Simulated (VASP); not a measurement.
# Sc (P6_3/mmc) in VASP: further runs

Sc is run at these levels: r2SCAN; tasks: relaxation of cell and atoms.

Program: VASP 6.6.1. These are calculated values, not measurements. Logs are shortened: lines on timing, memory, paths and dates and some standing lists are left out, and cuts for length are marked.

### 1 The cell of the first run

Symmetry: P6_3/mmc, No. 194, hexagonal system. Conventional cell: a = 3.280 Å, b = 3.280 Å, c = 5.356 Å, α = 90.00°, β = 90.00°, γ = 120.00°. Sc (site symmetry -6m2) has 12 Sc at 3.28 Å within 4.3 Å.

### 2 Relaxation of cell and atoms, r2SCAN, target pressure 10 GPa, at which the enthalpy is minimised

POSCAR reads:

```
Sc
1.0
    3.2800000000      0.0000000000      0.0000000000
   -1.6400000000      2.8405633244      0.0000000000
    0.0000000000      0.0000000000      5.3562400000
Sc
2
Direct
    0.3333333333      0.6666666667      0.2500000000
    0.6666666667      0.3333333333      0.7500000000
```

INCAR.step1 reads:

```
PREC = Accurate
ENCUT = 600
ISMEAR = 1
SIGMA = 0.05
LREAL = F
LASPH = T
NELM = 100
GGA = PE
ALGO = Normal
EDIFF = 1E-4
LWAVE = T
LCHARG = F
```

INCAR.step2 reads:

```
PREC = Accurate
ENCUT = 600
EDIFF = 1E-7
ISMEAR = 1
SIGMA = 0.05
LREAL = F
LASPH = T
NELM = 100
ALGO = Normal
ISIF = 3
LWAVE = F
LCHARG = F
METAGGA = R2SCAN
LMIXTAU = T
IBRION = 2
NSW = 80
EDIFFG = -0.03
PSTRESS = 100.0
ISTART = 1
```

KPOINTS reads:

```
regular mesh
0
Gamma
  8 8 4
```

Potentials or basis: VASP PAW PBE potentials, release 64 (Sc_sv).

Launch:

```
$ cat potpaw_PBE.64/Sc_sv/POTCAR > POTCAR
$ cp INCAR.step1 INCAR
$ mpirun -np 1 vasp_std > vasp.out
$ cp INCAR.step2 INCAR
$ mpirun -np 1 vasp_std > vasp.out
```

OUTCAR:

```text
PREC = Accurate
   ENCUT = 600
   EDIFF = 1E-7
   ISMEAR = 1
   LREAL = F
   LASPH = T
   NELM = 100
   ISIF = 3
   METAGGA = R2SCAN
   IBRION = 2
   NSW = 80
   EDIFFG = -0.03
   PSTRESS = 100.0
   ISTART = 1

 ion  position               nearest neighbor table
   1  0.333  0.667  0.250-   2 3.28   2 3.28   2 3.28   2 3.28   2 3.28   2 3.28
   2  0.667  0.333  0.750-   1 3.28   1 3.28   1 3.28   1 3.28   1 3.28   1 3.28

  LATTYP: Found a hexagonal cell.
 ALAT       =     3.2800000000
 C/A-ratio  =     1.6330000000

  Lattice vectors:

 A1 = (   3.2800000000,   0.0000000000,   0.0000000000)
 A2 = (  -1.6400000000,   2.8405633244,   0.0000000000)
 A3 = (   0.0000000000,   0.0000000000,   5.3562400000)

Analysis of symmetry for initial positions (statically):
=====================================================================
 Subroutine PRICEL returns:
 Original cell was already a primitive cell.

 Routine SETGRP: Setting up the symmetry group for a
 hexagonal supercell.

 Subroutine GETGRP returns: Found 24 space group operations
 (whereof 12 operations were pure point group operations)
 out of a pool of 24 trial point group operations.

The static configuration has the point symmetry D_3d.
 The point group associated with its full space group is D_6h.

Analysis of symmetry for dynamics (positions and initial velocities):
=====================================================================
 Subroutine PRICEL returns:
 Original cell was already a primitive cell.

 Routine SETGRP: Setting up the symmetry group for a
 hexagonal supercell.

 Subroutine GETGRP returns: Found 24 space group operations
 (whereof 12 operations were pure point group operations)
 out of a pool of 24 trial point group operations.

The dynamic configuration has the point symmetry D_3d.
 The point group associated with its full space group is D_6h.

 Subroutine INISYM returns: Found 24 space group operations
 (whereof 12 operations are pure point group operations),
 and found     1 'primitive' translations

----------------------------------------------------------------------------------------

                                     Primitive cell

  volume of cell :      49.9043

  direct lattice vectors                    reciprocal lattice vectors
     3.280000000  0.000000000  0.000000000     0.304878049  0.176021424  0.000000000
    -1.640000000  2.840563324  0.000000000     0.000000000  0.352042847  0.000000000
     0.000000000  0.000000000  5.356240000     0.000000000  0.000000000  0.186698132

  length of vectors
[... 105 lines left out ...]
  Thomas-Fermi vector in A             =   2.380156
   LORBIT       =      0    0 simple, 1 ext, 2 COOP (PROOUT), +10 PAW based schemes
   METAGGA = R2SCAN    functional components
   LHFCALC =     F    Hartree Fock is set to
   AEXX    =    0.0000 exact exchange contribution
   IVDW    =     0    specifies the selected vdW correction
   LEPSILON=     F    determine dielectric tensor
   LRPA    =     F    only Hartree local field effects (RPA)
 conjugate gradient relaxation of ions
 non-spin polarized calculation
 Methfessel and Paxton  Order N= 1 SIGMA  =   0.05
  energy-cutoff  :      600.00
  volume of cell :       49.90
 maximum number of plane-waves:      1713
 NGX is ok and might be reduce to    28
   NGX = 13   NGY = 13   NGZ = 21

--------------------------------------- Ionic step        1  -------------------------------------------

 number of electron      22.0000000 magnetization

 Free energy of the ion-electron system (eV)
  ---------------------------------------------------
  ext. energy  EPLUGINS =         0.00000000
  ---------------------------------------------------
  free energy    TOTEN  =       -22.70368687 eV

  energy without entropy =      -22.70395826  energy(sigma->0) =      -22.70377734

------------------------ aborting loop because EDIFF is reached ----------------------------------------

  FORCE on cell =-STRESS in cart. coord.  units (eV):
  Direction    XX          YY          ZZ          XY          YZ          ZX
  --------------------------------------------------------------------------------------
  -------------------------------------------------------------------------------------
  Total        0.4551230      0.4551230     -0.7233642      0.0000000      0.0000000      0.0000000
  in kB       14.6117092     14.6117092    -23.2235856      0.0000000      0.0000000      0.0000000
  external PRESSURE =     -98.0000557 kB  Pullay stress =     100.0000000 kB
[... 215 lines left out ...]
--------------------------------------- Ionic step        7  -------------------------------------------

 number of electron      22.0000002 magnetization

 Free energy of the ion-electron system (eV)
  ---------------------------------------------------
  ext. energy  EPLUGINS =         0.00000000
  ---------------------------------------------------
  free energy    TOTEN  =       -22.54055790 eV

  energy without entropy =      -22.54059652  energy(sigma->0) =      -22.54057077

 E-fermi :   4.5273     XC(G=0): -11.1829

 val. band max:        4.4738112136   @ k =   0.2500   0.1250   0.0000
 cond. band min:       4.5391714482   @ k =   0.1250   0.1250   0.2500
 fundamental gap:      0.0653602346
 Fermi energy:         4.5272830257

 k-point     1 :       0.0000    0.0000    0.0000
  band No.  band energies     occupation
      1     -46.6328      2.00000
      2     -46.4957      2.00000
      3     -24.6592      2.00000
      4     -24.0921      2.00000
      5     -24.0921      2.00000
      6     -23.9809      2.00000
      7     -23.9809      2.00000
      8     -23.9395      2.00000
      9      -1.1786      2.00000
     10       2.6423      2.00000
     11       5.5697      0.00000
     12       6.4619      0.00000
     13       6.4619      0.00000
     14       6.9581      0.00000
[... 401 lines left out ...]
      2     -46.5175      2.00000
      3     -24.5236      2.00000
      4     -24.5236      2.00000
      5     -24.1149      2.00000
      6     -24.1149      2.00000
      7     -24.1031      2.00000
      8     -24.1031      2.00000
      9       2.5702      2.00000
     10       2.5702      2.00000
     11       4.7111     -0.00000
     12       4.7111     -0.00000
     13       6.0156      0.00000
     14       6.0156      0.00000
     15       7.3582      0.00000

 [... further k-points ...]

------------------------ aborting loop because EDIFF is reached ----------------------------------------

  FORCE on cell =-STRESS in cart. coord.  units (eV):
  Direction    XX          YY          ZZ          XY          YZ          ZX
  --------------------------------------------------------------------------------------
  -------------------------------------------------------------------------------------
  Total        2.6646302      2.6646302      2.6616444      0.0000000      0.0000000     -0.0000000
  in kB       98.7204350     98.7204350     98.6098133      0.0000000      0.0000000     -0.0000000
  external PRESSURE =      -1.3164389 kB  Pullay stress =     100.0000000 kB
[... 21 lines left out ...]
  energy  without entropy=      -22.5405965153  energy(sigma->0) =      -22.54057077

  enthalpy is  TOTEN    =       -19.8413900486 eV   P V=        2.6991678512

 reached required accuracy - stopping structural energy minimisation
```

Wall time 21 min (1 thread of Oxide Virtual Turin-like, shared host); peak memory 0.19 GiB.

What came out:

```yaml
Free_energy: -22.5406 eV
Relaxed_volume: 21.62 Å³/atom
Relaxed_cell: a = 3.198 Å, b = 3.198 Å, c = 4.881 Å, α = 90.00°, β = 90.00°, γ = 120.00°
Space_group_after_relaxing_to_0.1_Å: P6_3/mmc (No. 194)
Energy_change_on_relaxing_the_run_minimises_the_enthalpy: +81.6 meV/atom
Ionic_steps: 7
Pressure_after_relaxing: 9.9 GPa
Band_gap_on_the_k_mesh: zero (bands 11 and 12 overlap by 1.91 eV)
```

The path:
| step | energy change (eV) | largest force (eV/Å) | pressure (GPa) | volume (Å³) |
| --- | --- | --- | --- | --- |
| 1 | 0.0000 | 0.0000 | 0.20 | 49.90 |
| 2 | 0.4921 | 0.0000 | 18.63 | 39.66 |
| 3 | 0.1824 | 0.0000 | 10.33 | 43.20 |
| 4 | 0.1700 | 0.0000 | 10.18 | 43.23 |
| 5 | 0.1632 | 0.0000 | 9.88 | 43.25 |
| 6 | 0.1632 | 0.0000 | 9.86 | 43.25 |
| 7 | 0.1631 | 0.0000 | 9.87 | 43.25 |

Final structure:
```xyz
2
Lattice="3.1984 0.0000 0.0000 -1.5992 2.7699 0.0000 0.0000 0.0000 4.8814" Properties=species:S:1:pos:R:3 pbc="T T T"
Sc    0.0000    1.8466    1.2203
Sc    1.5992    0.9233    3.6610
```

Caveat: the cell is relaxed towards a set pressure, so the run minimises the enthalpy, not the energy; the PAW data sets were made with another functional, which shifts forces and pressure a little.

### 3 Relaxation of cell and atoms, r2SCAN, target pressure 20 GPa, at which the enthalpy is minimised

POSCAR is that of step 2.

INCAR.step1 reads:

```
SYSTEM = Sc
  PREC = Accurate
  ENCUT = 600
  ISMEAR = 1
  SIGMA = 0.05
  LREAL = .False.
  LASPH = .True.
  NELM = 100
  GGA = PE
  ALGO = Normal
  EDIFF = 1E-4
  LWAVE = .True.
  LCHARG = .False.
```

INCAR.step2 reads:

```
SYSTEM = Sc
  PREC = Accurate
  ENCUT = 600
  EDIFF = 1E-6
  ISMEAR = 1
  SIGMA = 0.05
  LREAL = .False.
  LASPH = .True.
  NELM = 100
  ALGO = Normal
  ISIF = 3
  LWAVE = .False.
  LCHARG = .False.
  METAGGA = R2SCAN
  LMIXTAU = .True.
  IBRION = 2
  NSW = 80
  EDIFFG = -0.03
  PSTRESS = 200.0
  ISTART = 1
```

KPOINTS reads:

```
Automatic mesh
0
Gamma
  8 8 4
  0 0 0
```

Potentials or basis: VASP PAW PBE potentials, release 64 (Sc_sv).

Launch:

```
$ cat potpaw_PBE.64/Sc_sv/POTCAR > POTCAR
$ cp INCAR.step1 INCAR
$ mpirun -np 1 vasp_std > vasp.out
$ cp INCAR.step2 INCAR
$ mpirun -np 1 vasp_std > vasp.out
```

Wall time 21 min (1 thread of Oxide Virtual Turin-like, shared host); peak memory 0.18 GiB.

Results (log left out):

| Item | Value |
| --- | --- |
| Free energy | -22.1626 eV |
| Relaxed volume | 19.55 Å³/atom |
| Relaxed cell | a = 3.109 Å, b = 3.109 Å, c = 4.672 Å, α = 90.00°, β = 90.00°, γ = 120.00° |
| Space group after relaxing (to 0.1 Å) | P6_3/mmc (No. 194) |
| Energy change on relaxing (the run minimises the enthalpy) | +270.6 meV/atom |
| Ionic steps | 8 |
| Pressure after relaxing | 19.9 GPa |
| Band gap on the k mesh | zero (bands 11 and 12 overlap by 2.30 eV) |

Stress tensor (GPa, compression positive):
```
19.84  0.00  0.00
 0.00 19.84  0.00
 0.00  0.00 19.99
```

The path:
```
step  energy change (eV)  largest force (eV/Å)  pressure (GPa)  volume (Å³)
   1              0.0000                0.0000            0.20        49.90
   2              2.4091                0.0000           54.95        30.77
   3              0.5215                0.0000           19.26        39.50
   4              0.5607                0.0000           20.19        39.18
   5              0.5438                0.0000           19.87        39.16
   6              0.5396                0.0000           19.96        39.12
   7              0.5854                0.0000           19.89        38.97
   8              0.5411                0.0000           19.89        39.10
```

Final structure:
```
CELL_PARAMETERS angstrom
3.10867 0.00000 0.00000
-1.55434 2.69219 0.00000
0.00000 0.00000 4.67195
ATOMIC_POSITIONS crystal
Sc 0.33333 0.66667 0.25000
Sc 0.66667 0.33333 0.75000
```

Levels at points of the mesh, in eV from the Fermi level:
| k point | band 6 | band 7 | band 8 | band 9 | band 10 | band 11 | band 12 | band 13 | band 14 | band 15 |
| --- | --- | --- | --- | --- | --- | --- | --- | --- | --- | --- |
| (0.00, 0.00, 0.00) | -28.17 | -28.17 | -28.10 | -5.81 | -2.07 | 1.63 | 2.01 | 2.01 | 2.71 | 2.77 |
| (0.50, 0.00, 0.00) | -28.50 | -28.37 | -28.23 | -1.79 | -1.53 | -0.97 | -0.30 | 1.59 | 2.03 | 2.72 |
| (0.00, 0.00, 0.50) | -28.25 | -28.25 | -28.25 | -3.80 | -3.80 | 1.41 | 1.41 | 1.85 | 1.85 | 1.85 |
| (0.50, 0.00, 0.50) | -28.37 | -28.32 | -28.32 | -1.88 | -1.88 | 0.19 | 0.19 | 1.93 | 1.93 | 3.09 |

Caveat: the cell is relaxed towards a set pressure, so the run minimises the enthalpy, not the energy; the volume moved by over 15 % at a fixed basis, so the end points are rough; the PAW data sets were made with another functional, which shifts forces and pressure a little.

The gap in the log of VASP goes by the Fermi energy; the results here count the filled bands.